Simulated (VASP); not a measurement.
# Hf4N (I4/mmm) in VASP: a series of runs

Hf4N is run at these levels: PBE; tasks: single point.

Program: VASP 6.6.1. These are calculated values, not measurements. Logs are shortened: lines on timing, memory, paths and dates and some standing lists are left out, and cuts for length are marked.

**1. The cell of the first run**

Symmetry: I4/mmm, No. 139, tetragonal system. Conventional cell: a = 4.493 Å, b = 4.493 Å, c = 9.199 Å, α = 90.00°, β = 90.00°, γ = 90.00°. Within 3.0 Å of Hf (site symmetry mmm) lie 2 N at 2.25 Å. Hf (site symmetry 4mm) has 1 N at 2.22 Å within 2.9 Å. N (site symmetry 4/mmm) has 6 Hf at 2.22 to 2.25 Å within 2.9 Å.

**2. Single point, PBE**

Contents of INCAR:

```
SYSTEM = Hf4N
PREC     = Accurate       ! precision mode
ENCUT    = 520            ! plane-wave cutoff, eV
EDIFF    = 1E-6           ! SCF threshold, eV
ISMEAR   = 0              ! smearing method
SIGMA    = 0.1            ! smearing width, eV
LREAL    = .False.        ! projectors in reciprocal space
LASPH    = .True.         ! aspherical terms in the spheres
NELM     = 80             ! most SCF steps
ALGO     = Normal         ! electronic algorithm
ISIF     = 2              ! what is computed and relaxed
LWAVE    = .False.        ! write WAVECAR
LCHARG   = .False.        ! write CHGCAR
GGA      = PE             ! functional
NBANDS   = 30             ! bands
```

Contents of KPOINTS:

```
Automatic mesh
0
Gamma
  6 6 6
  0 0 0
```

Contents of POSCAR:

```
Hf4N
1.0
   -2.2467373000      2.2467373000      4.5996316000
    2.2467373000     -2.2467373000      4.5996316000
    2.2467373000      2.2467373000     -4.5996316000
Hf N
4 1
Direct
    0.0000000000      0.5000000000      0.5000000000
    0.5000000000      0.0000000000      0.5000000000
    0.2413150000      0.2413150000      0.0000000000
    0.7586850000      0.7586850000      0.0000000000
    0.0000000000      0.0000000000      0.0000000000
```

Potentials or basis: VASP PAW PBE potentials, release 64 (Hf_pv, N).

Launch:

```
$ cat potpaw_PBE.64/Hf_pv/POTCAR potpaw_PBE.64/N/POTCAR > POTCAR
$ mpirun -np 1 vasp_std > vasp.out
```

OUTCAR:

```text
SYSTEM = Hf4N
   PREC = Accurate
   ENCUT = 520
   EDIFF = 1E-6
   ISMEAR = 0
   LREAL = .False.
   LASPH = .True.
   NELM = 80
   ISIF = 2
   GGA = PE

 ion  position               nearest neighbor table
   1  0.000  0.500  0.500-   5 2.25   5 2.25   3 3.16   3 3.16   4 3.16   4 3.16   2 3.18   2 3.18
                             2 3.18   2 3.18   4 3.27   3 3.27   3 3.27   4 3.27
   2  0.500  0.000  0.500-   5 2.25   5 2.25   3 3.16   3 3.16   4 3.16   4 3.16   1 3.18   1 3.18
                             1 3.18   1 3.18   4 3.27   4 3.27   3 3.27   3 3.27
   3  0.241  0.241  0.000-   5 2.22   2 3.16   1 3.16   1 3.16   2 3.16   4 3.18   4 3.18   4 3.18
                             4 3.18   2 3.27   1 3.27   2 3.27   1 3.27
   4  0.759  0.759  0.000-   5 2.22   1 3.16   2 3.16   1 3.16   2 3.16   3 3.18   3 3.18   3 3.18
                             3 3.18   2 3.27   1 3.27   1 3.27   2 3.27
   5  0.000  0.000  0.000-   3 2.22   4 2.22   1 2.25   2 2.25   1 2.25   2 2.25

  LATTYP: Found a body centered tetragonal cell.
 ALAT       =     4.4934746000
 C/A-ratio  =     2.0472494047

  Lattice vectors:

 A1 = (  -2.2467373000,   2.2467373000,   4.5996316000)
 A2 = (   2.2467373000,  -2.2467373000,   4.5996316000)
 A3 = (   2.2467373000,   2.2467373000,  -4.5996316000)

Analysis of symmetry for initial positions (statically):
=====================================================================
 Subroutine PRICEL returns:
 Original cell was already a primitive cell.

 Routine SETGRP: Setting up the symmetry group for a
 body centered tetragonal supercell.

 Subroutine GETGRP returns: Found 16 space group operations
 (whereof 16 operations were pure point group operations)
 out of a pool of 16 trial point group operations.

The static configuration has the point symmetry D_4h.

Analysis of symmetry for dynamics (positions and initial velocities):
=====================================================================
 Subroutine PRICEL returns:
 Original cell was already a primitive cell.

 Routine SETGRP: Setting up the symmetry group for a
 body centered tetragonal supercell.

 Subroutine GETGRP returns: Found 16 space group operations
 (whereof 16 operations were pure point group operations)
 out of a pool of 16 trial point group operations.

The dynamic configuration has the point symmetry D_4h.

 Subroutine INISYM returns: Found 16 space group operations
 (whereof 16 operations are pure point group operations),
 and found     1 'primitive' translations

----------------------------------------------------------------------------------------

                                     Primitive cell

  volume of cell :      92.8726

  direct lattice vectors                    reciprocal lattice vectors
    -2.246737300  2.246737300  4.599631600     0.000000000  0.222544932  0.108704358
     2.246737300 -2.246737300  4.599631600     0.222544932  0.000000000  0.108704358
     2.246737300  2.246737300 -4.599631600     0.222544932  0.222544932  0.000000000

  length of vectors
     5.590372782  5.590372782  5.590372782     0.247674957  0.247674957  0.314726061

  position of ions in fractional coordinates (direct lattice)
     0.000000000  0.500000000  0.500000000
     0.500000000  0.000000000  0.500000000
     0.241315000  0.241315000  0.000000000
     0.758685000  0.758685000  0.000000000
     0.000000000  0.000000000  0.000000000

  ion indices of the primitive-cell ions
   primitive index   ion index
                 1           1
                 2           2
                 3           3
                 4           4
                 5           5

----------------------------------------------------------------------------------------

 KPOINTS: Automatic mesh

Automatic generation of k-mesh.
 Grid dimensions read from file:
 generate k-points for:    6    6    6

 Generating k-lattice:

  Cartesian coordinates                     Fractional coordinates (reciprocal lattice)
     0.000000000  0.037090822  0.018117393     0.166666667  0.000000000  0.000000000
     0.037090822  0.000000000  0.018117393     0.000000000  0.166666667  0.000000000
     0.037090822  0.037090822  0.000000000     0.000000000  0.000000000  0.166666667

  Length of vectors
     0.041279159  0.041279159  0.052454344

  Shift w.r.t. Gamma in fractional coordinates (k-lattice)
     0.000000000  0.000000000  0.000000000

 Subroutine IBZKPT returns following result:
 ===========================================

 Found     30 irreducible k-points:

 Following reciprocal coordinates:
            Coordinates               Weight
  0.000000  0.000000  0.000000      1.000000
  0.166667  0.000000  0.000000      8.000000
  0.333333  0.000000  0.000000      8.000000
  0.500000  0.000000  0.000000      4.000000
  0.166667  0.166667  0.000000      8.000000
  0.333333  0.166667 -0.000000     16.000000
[... 16 lines left out ...]
 -0.333333 -0.333333  0.166667      8.000000
 -0.166667 -0.333333  0.166667      8.000000
 [... further k-points ...]
   k-points           NKPTS =     30   k-points in BZ     NKDIM =     30   number of bands    NBANDS=     30
   number of dos      NEDOS =    301   number of ions     NIONS =      5
   total plane-waves  NPLWV =  74088
   dimension x,y,z NGX =    42 NGY =   42 NGZ =   42
   dimension x,y,z NGXF=    84 NGYF=   84 NGZF=   84
   ions per type =               4   1
   NGX,Y,Z   is equivalent  to a cutoff of  12.49, 12.49, 12.49 a.u.
   NGXF,Y,Z  is equivalent  to a cutoff of  24.98, 24.98, 24.98 a.u.
 SYSTEM =  Hf4N
   PREC   = accura    normal or accurate (medium, high low for compatibility)
   ISTART =      0    job   : 0-new  1-cont  2-samecut
   ICHARG =      2    charge: 1-file 2-atom 10-const
   ISPIN  =      1    spin polarized calculation?
   LNONCOLLINEAR =      F non collinear calculations
   LSORBIT =      F    spin-orbit coupling
   LASPH  =      T    aspherical Exc in radial PAW
   ENCUT  =  520.0 eV  38.22 Ry    6.18 a.u.  10.39 10.39 10.39*2*pi/ulx,y,z
   NELM   =     80;   NELMIN=  2; NELMDL= -5     # of ELM steps
   EDIFF  = 0.1E-05   stopping-criterion for ELM
   LREAL  =      F    real-space projection
   EDIFFG = 0.1E-04   stopping-criterion for IOM
   NSW    =      0    number of steps for IOM
   IBRION =     -1    ionic relax: 0-MD 1-quasi-New 2-CG
   NFREE  =      0    steps in history (QN), initial steepest desc. (CG)
   ISIF   =      2    stress and relaxation
   ISYM   =      2    0-nonsym 1-usesym 2-fastsym
   POTIM  = 0.5000    time-step for ionic-motion
   TEBEG  =    0.0;   TEEND  =   0.0 temperature during run
   PSTRESS=    0.0 pullay stress
   NELECT =      45.0000    total number of electrons
   NUPDOWN=      -1.0000    fix difference up-down
   EMIN   =  10.00;   EMAX   =-10.00  energy-range for DOS
   EFERMI =   0.00;   METHOD = LEGACY
   ISMEAR =     0;   SIGMA  =   0.10  broadening in eV -4-tet -1-fermi 0-gaus
   EFERMI_NEDOS =   21; number of points for ismear=-14 and -15
   IALGO  =     38    algorithm
   IMIX   =      4    mixing-type and parameters
     AMIX     =   0.40;   BMIX     =  1.00
     AMIX_MAG =   1.60;   BMIX_MAG =  1.00
  volume/ion in A,a.u.               =      18.57       125.35
  Fermi-wavevector in a.u.,A,eV,Ry     =   1.285829  2.429864 22.495268  1.653356
  Thomas-Fermi vector in A             =   2.417940
   LORBIT       =      0    0 simple, 1 ext, 2 COOP (PROOUT), +10 PAW based schemes
   GGA     = PE    functional components
   LHFCALC =     F    Hartree Fock is set to
   AEXX    =    0.0000 exact exchange contribution
   IVDW    =     0    specifies the selected vdW correction
   LEPSILON=     F    determine dielectric tensor
   LRPA    =     F    only Hartree local field effects (RPA)
 non-spin polarized calculation
 Gauss-broadening in eV      SIGMA  =   0.10
  energy-cutoff  :      520.00
  volume of cell :       92.87
 maximum number of plane-waves:      2522
 NGX is ok and might be reduce to    42
   NGX = 21   NGY = 21   NGZ = 21

 number of electron      45.0000000 magnetization

 Free energy of the ion-electron system (eV)
  ---------------------------------------------------
  ext. energy  EPLUGINS =         0.00000000
  ---------------------------------------------------
  free energy    TOTEN  =       -51.70728427 eV

  energy without entropy =      -51.68557328  energy(sigma->0) =      -51.69642878

 E-fermi :   5.1062     XC(G=0): -11.5097

 val. band max:        5.1020026554   @ k =  -0.3333   0.3333   0.1667
 cond. band min:       5.1300130646   @ k =  -0.1667   0.5000   0.1667
 fundamental gap:      0.0280104092
 Fermi energy:         5.1062129200

 k-point     1 :       0.0000    0.0000    0.0000
  band No.  band energies     occupation
      1     -25.6654      2.00000
      2     -25.5631      2.00000
      3     -25.5631      2.00000
      4     -25.3643      2.00000
      5     -25.3643      2.00000
      6     -25.2770      2.00000
[... 22 lines left out ...]
     29       7.3490      0.00000
     30       8.7615      0.00000

 k-point     2 :       0.1667    0.0000    0.0000
  band No.  band energies     occupation
      1     -25.6318      2.00000
      2     -25.5930      2.00000
      3     -25.5511      2.00000
      4     -25.4091      2.00000
      5     -25.3278      2.00000
      6     -25.2586      2.00000
[... 22 lines left out ...]
     29       8.0936      0.00000
     30       8.8047      0.00000

 k-point     3 :       0.3333    0.0000    0.0000
  band No.  band energies     occupation
      1     -25.6158      2.00000
      2     -25.5494      2.00000
      3     -25.5098      2.00000
      4     -25.4457      2.00000
      5     -25.3257      2.00000
      6     -25.2953      2.00000
[... 22 lines left out ...]
     29       8.0346      0.00000
     30       8.5587      0.00000

 k-point     4 :       0.5000    0.0000    0.0000
  band No.  band energies     occupation
      1     -25.6029      2.00000
      2     -25.4840      2.00000
      3     -25.4642      2.00000
      4     -25.4466      2.00000
      5     -25.3948      2.00000
      6     -25.3832      2.00000
[... 22 lines left out ...]
     29       7.9465      0.00000
     30       7.9751      0.00000

 k-point     5 :       0.1667    0.1667    0.0000
  band No.  band energies     occupation
      1     -25.6709      2.00000
      2     -25.5903      2.00000
      3     -25.5351      2.00000
      4     -25.3931      2.00000
      5     -25.3187      2.00000
      6     -25.2577      2.00000
[... 22 lines left out ...]
     29       8.4634      0.00000
     30       8.7636      0.00000
[... 526 lines left out ...]
     29       8.6158      0.00000
     30       9.1454      0.00000

 k-point    22 :      -0.1667    0.5000    0.1667
  band No.  band energies     occupation
      1     -25.6021      2.00000
      2     -25.5594      2.00000
      3     -25.5110      2.00000
      4     -25.3958      2.00000
      5     -25.3597      2.00000
      6     -25.2898      2.00000
[... 22 lines left out ...]
     29       8.3605      0.00000
     30       8.5273      0.00000

 k-point    23 :      -0.3333   -0.3333    0.1667
  band No.  band energies     occupation
      1     -25.6770      2.00000
      2     -25.5796      2.00000
      3     -25.5352      2.00000
      4     -25.3391      2.00000
      5     -25.3237      2.00000
      6     -25.2309      2.00000
[... 22 lines left out ...]
     29       8.8413      0.00000
     30       9.0685      0.00000

 k-point    24 :      -0.1667   -0.3333    0.1667
  band No.  band energies     occupation
      1     -25.6281      2.00000
      2     -25.6096      2.00000
      3     -25.5690      2.00000
      4     -25.3553      2.00000
      5     -25.2648      2.00000
      6     -25.2451      2.00000
[... 22 lines left out ...]
     29       8.3610      0.00000
     30       9.0988      0.00000

 [... further k-points ...]

------------------------ aborting loop because EDIFF is reached ----------------------------------------

  FORCE on cell =-STRESS in cart. coord.  units (eV):
  Direction    XX          YY          ZZ          XY          YZ          ZX
  --------------------------------------------------------------------------------------
  -------------------------------------------------------------------------------------
  Total       -0.4670664     -0.4670664     -0.3959983      0.0000000      0.0000000      0.0000000
  in kB       -8.0575228     -8.0575228     -6.8315027      0.0000000      0.0000000      0.0000000
  external PRESSURE =      -7.6488494 kB  Pullay stress =       0.0000000 kB

 VOLUME and BASIS-vectors are now :
 -----------------------------------------------------------------------------
  energy-cutoff  :      520.00
  volume of cell :       92.87
      direct lattice vectors                 reciprocal lattice vectors
    -2.246737300  2.246737300  4.599631600     0.000000000  0.222544932  0.108704358
     2.246737300 -2.246737300  4.599631600     0.222544932  0.000000000  0.108704358
     2.246737300  2.246737300 -4.599631600     0.222544932  0.222544932  0.000000000

 POSITION                                       TOTAL-FORCE (eV/Angst)
 -----------------------------------------------------------------------------------
      2.24674      0.00000      0.00000        -0.000000     -0.000000      0.000000
      0.00000      2.24674      0.00000        -0.000000     -0.000000     -0.000000
      0.00000      0.00000      2.21992        -0.000000     -0.000000     -0.031345
      0.00000      0.00000      6.97934         0.000000      0.000000      0.031345
      0.00000      0.00000      0.00000        -0.000000     -0.000000     -0.000000
 -----------------------------------------------------------------------------------
    total drift:                               -0.000000     -0.000000      0.000000

  FREE ENERGIE OF THE ION-ELECTRON SYSTEM (eV)
  ---------------------------------------------------
  free  energy   TOTEN  =       -51.7072842688 eV

  energy  without entropy=      -51.6855732832  energy(sigma->0) =      -51.69642878
```

It took 1.8 min on 1 thread of Intel Xeon Platinum 8259CL at 2.50GHz (Skylake/Cascade Lake), shared host; peak memory 0.29 GiB.

Results:

```yaml
Free_energy: -51.7073 eV
Pressure: -0.8 GPa
Largest_force: 0.031 eV/Å
```

Forces in eV/Å, atoms in the order of the input:
```
Hf   0.000  0.000  0.000
Hf   0.000  0.000  0.000
Hf   0.000  0.000 -0.031
Hf   0.000  0.000  0.031
N    0.000  0.000  0.000
```

Levels at points of the mesh, in eV from the Fermi level:
| k point | band 20 | band 21 | band 22 | band 23 | band 24 | band 25 |
| --- | --- | --- | --- | --- | --- | --- |
| (0.00, 0.00, 0.00) | -1.65 | -0.51 | -0.51 | 1.16 | 1.36 | 1.36 |
| (0.50, 0.00, 0.00) | -1.25 | -0.68 | -0.48 | -0.42 | 0.55 | 0.77 |
| (0.50, 0.50, 0.00) | -1.33 | -0.47 | 0.15 | 0.29 | 0.48 | 0.59 |
| (0.50, 0.50, 0.50) | -2.13 | -2.13 | -1.01 | -0.57 | 0.95 | 2.85 |

Caveat: spin-orbit coupling is left out, which moves the levels of the heavy elements.

**3. Single point, PBE**

Contents of INCAR:

```
SYSTEM = Hf4N
  PREC = Accurate
  ENCUT = 520
  EDIFF = 1E-7
  ISMEAR = 0
  SIGMA = 0.1
  LREAL = .FALSE.
  LASPH = .TRUE.
  NELM = 100
  ALGO = Normal
  ISIF = 2
  LWAVE = .FALSE.
  LCHARG = .FALSE.
  GGA = PE
  NBANDS = 30
```

Contents of KPOINTS:

```
regular mesh
0
G
  12 12 12
  0 0 0
```

POSCAR is that of step 2.

Potentials or basis: VASP PAW PBE potentials, release 64 (Hf_pv, N).

Launch:

```
$ cat potpaw_PBE.64/Hf_pv/POTCAR potpaw_PBE.64/N/POTCAR > POTCAR
$ mpirun -np 1 vasp_std > vasp.out
```

Wall time 11 min (1 thread of Intel Xeon Platinum 8259CL at 2.50GHz (Skylake/Cascade Lake), shared host); peak memory 0.51 GiB.

It converged, with:

```yaml
Free_energy: -51.7138 eV
Pressure: -0.8 GPa
Largest_force: 0.074 eV/Å
```

Forces in eV/Å, atoms in the order of the input:
```
Hf   0.000  0.000  0.000
Hf   0.000  0.000  0.000
Hf   0.000  0.000 -0.074
Hf   0.000  0.000  0.074
N    0.000  0.000  0.000
```

Levels at points of the mesh, in eV from the Fermi level:
```csv
k point,band 20,band 21,band 22,band 23,band 24,band 25
"(0.00, 0.00, 0.00)",-1.64,-0.50,-0.50,1.17,1.38,1.38
"(0.50, 0.00, 0.00)",-1.23,-0.67,-0.47,-0.41,0.57,0.78
"(0.50, 0.50, 0.00)",-1.32,-0.45,0.16,0.31,0.49,0.61
"(0.50, 0.50, 0.50)",-2.12,-2.12,-1.00,-0.56,0.96,2.86
```

Caveat: spin-orbit coupling is left out, which moves the levels of the heavy elements.
